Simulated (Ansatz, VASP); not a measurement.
# MgSiC2 in VASP and in Ansatz

INCAR

```
SYSTEM = MgSiC2
ALGO = Normal
EDIFF = 1E-6
EDIFFG = -0.04
ENCUT = 600
GGA = PE
IBRION = 2
ISIF = 3
ISMEAR = 0
LASPH = .True.
LCHARG = .False.
LREAL = .False.
LWAVE = .False.
NELM = 60
NSW = 90
PREC = Accurate
SIGMA = 0.1
```

The input KPOINTS:

```
k-points
0
Gamma
  6 6 6
  0 0 0
```

Contents of POSCAR:

```
MgSiC2
1.0
    1.6433356400      0.9487802700      5.3691520800
   -1.6433356400      0.9487802700      5.3691520800
    0.0000000000     -1.8975605400      5.3691520800
Mg Si C
1 1 2
Direct
    0.5000000000      0.5000000000      0.5000000000
    0.0000000000      0.0000000000      0.0000000000
    0.2550981000      0.2550981000      0.2550981000
    0.7449019000      0.7449019000      0.7449019000
```

Input for Ansatz:

```yaml
crystal:
  lattice:
    - [1.64333564, 0.94878027, 5.36915208]
    - [-1.64333564, 0.94878027, 5.36915208]
    - [0.0, -1.89756054, 5.36915208]
  atoms:
    - { symbol: Mg, position: [0.5, 0.5, 0.5] }
    - { symbol: Si, position: [0.0, 0.0, 0.0] }
    - { symbol: C, position: [0.2550981, 0.2550981, 0.2550981] }
    - { symbol: C, position: [0.7449019, 0.7449019, 0.7449019] }
basis:
  ecutwfc: 420
kpoints:
  mp_grid: { grid: [6, 6, 6] }
hamiltonian:
  xc: pbe
scf:
  occupations: { method: gaussian, width: 0.1 }
  lower_state_search: "off"
output:
  forces: true
  stress: true
  eigenvalues: true
relax:
  adjacent_minimum: "off"
  f_tol: 0.04
  max_steps: 70
  cell: { stress_tol: 0.4 }
```

Change from the starting cell: species swapped into the YScS2 type (R-3m, No. 166).

Alike in both runs: task relaxation of cell and atoms; functional PBE; k mesh 6 × 6 × 6; occupations gaussian, width 0.1 eV; no spin polarisation.

|  | VASP | Ansatz |
| --- | --- | --- |
| version | VASP 6.6.1 | Ansatz 0.2.0 |
| potentials or method | VASP PAW PBE potentials, release 64 (Mg, Si, C), cutoff 600 eV | scalar-relativistic, plane waves, PAW |
| valence electrons in the cell | 14 | 22 |

|  | VASP | Ansatz | Ansatz less VASP |
| --- | --- | --- | --- |
| gap on the k mesh at the Fermi level, each at its own relaxed structure (eV) | none | none | - |
| relaxed volume (Å³/atom) | 10.06 | 10.07 | +0.009 |
| relaxed cell length with the largest relative difference (Å) | 5.425 | 5.427 | +0.0022 |

A gap of «none» marks a metal or a gap that the smearing closes. VASP's potentials hold 14 valence electrons a cell and Ansatz's 22, so a difference there can come from the potentials and not from the codes.

The k mesh is coarse, so the values compare programs but aren't converged. Noted on VASP's run: the volume moved by over 15 % at a fixed basis, so the end points are rough.
